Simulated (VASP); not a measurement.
A run of VASP 6.6.1:

Contents of INCAR:

```
SYSTEM = Sb
ALGO = Normal
EDIFF = 1E-6
ENCUT = 520
GGA = PE
ISIF = 2
ISMEAR = 0
LASPH = .True.
LCHARG = .False.
LREAL = .False.
LWAVE = .False.
NBANDS = 8
NELM = 80
PREC = Accurate
SIGMA = 0.02
```

The input KPOINTS:

```
k-points
0
Gamma
  8 8 8
  0 0 0
```

The input POSCAR:

```
Sb
1.0
    3.1600000000      0.0000000000      0.0000000000
    0.0000000000      3.1600000000      0.0000000000
    0.0000000000      0.0000000000      3.1600000000
Sb
1
Direct
    0.0000000000      0.0000000000      0.0000000000
```

Potentials or basis: VASP PAW PBE potentials, release 64 (Sb).

Run with:

```console
$ cat potpaw_PBE.64/Sb/POTCAR > POTCAR
$ mpirun -np 1 vasp_std > vasp.out
```

Hardware: 1 thread of Intel(R) Xeon(R) 6975P-C (Granite Rapids), on a shared host.

Task: Estimate the wall time of this run.

Result: Run time: 2.6 s on 1 thread of Intel(R) Xeon(R) 6975P-C (Granite Rapids) (shared host), peak memory 0.13 GiB. Counts: scf iterations 10, k points 35.
